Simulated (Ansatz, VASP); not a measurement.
**SnO in VASP and in Ansatz**

Contents of INCAR:

```
SYSTEM = SnO
PREC = Accurate
ENCUT = 520
EDIFF = 1E-6
ISMEAR = -1
SIGMA = 0.05
LREAL = .FALSE.
LASPH = .TRUE.
NELM = 150
ALGO = Normal
ISIF = 2
LWAVE = .FALSE.
LCHARG = .FALSE.
MAGMOM = 0 0 0 0 0 0 0 0 0 0 0 0
LORBIT = 11
LSORBIT = .TRUE.
GGA_COMPAT = .FALSE.
LORBMOM = .TRUE.
GGA = PE
NBANDS = 54
```

KPOINTS

```
regular mesh
0
G
  7 7 6
  0 0 0
```

The input POSCAR:

```
SnO
1.0
    3.8389522158      0.0000000000      0.0000000000
    0.0000000000      3.8389522158      0.0000000000
    0.0000000000      0.0000000000      4.9192779074
Sn O
2 2
Direct
    0.5000000000      0.0000000000      0.7646261400
    0.0000000000      0.5000000000      0.2353738600
    0.0000000000      0.0000000000      0.0000000000
    0.5000000000      0.5000000000      0.0000000000
```

input.yaml

```yaml
crystal:
  lattice:
    - [3.8389522158, 0.0, 0.0]
    - [0.0, 3.8389522158, 0.0]
    - [0.0, 0.0, 4.9192779074]
  atoms:
    - { symbol: Sn, position: [0.5, 0.0, 0.76462614] }
    - { symbol: Sn, position: [0.0, 0.5, 0.23537386] }
    - { symbol: O, position: [0.0, 0.0, 0.0] }
    - { symbol: O, position: [0.5, 0.5, 0.0] }
hamiltonian:
  xc: pbe
  pseudopotentials: { kind: paw_fr }
magnetization:
  noncollinear: true
  spin_orbit: true
kpoints:
  mp_grid: { grid: [7, 7, 6] }
scf:
  occupations: { method: fermi_dirac, width: 0.05 }
output:
  forces: true
  stress: true
  eigenvalues: true
  write_density: true
  write_potential: true
  elf: true
  volumetric_format: npy
```

Alike in both runs: task single point; functional PBE; k mesh 7 × 7 × 6; occupations fermi-dirac, width 0.05 eV; non-collinear spin, spin-orbit coupling.

|  | VASP | Ansatz |
| --- | --- | --- |
| version | VASP 6.6.1 | Ansatz 0.2.0 |
| potentials or method | VASP PAW PBE potentials, release 64 (Sn_d, O) | Ansatz PAW |
| plane-wave cutoff (eV) | 520 | 420 |
| valence electrons in the cell | 40 | 40 |

VASP gave:

```
pressure (GPa)                                                : 1.9
traceless stress, the component that is largest in VASP (GPa) : -0.27
rms of the force components (eV/Å)                            : 0.075
```

Problem. What did Ansatz give for the same quantities?

Solution. Pressure (GPa): 1.7; traceless stress, the component that is largest in VASP (GPa): -0.29; rms of the force components (eV/Å): 0.042.

Atom by atom the forces differ by 0.033 eV/Å (rms over components).

Noted on Ansatz's run: odd divisions of the mesh miss points on the zone boundary, where band edges often lie, so the gap on the mesh can be too wide.
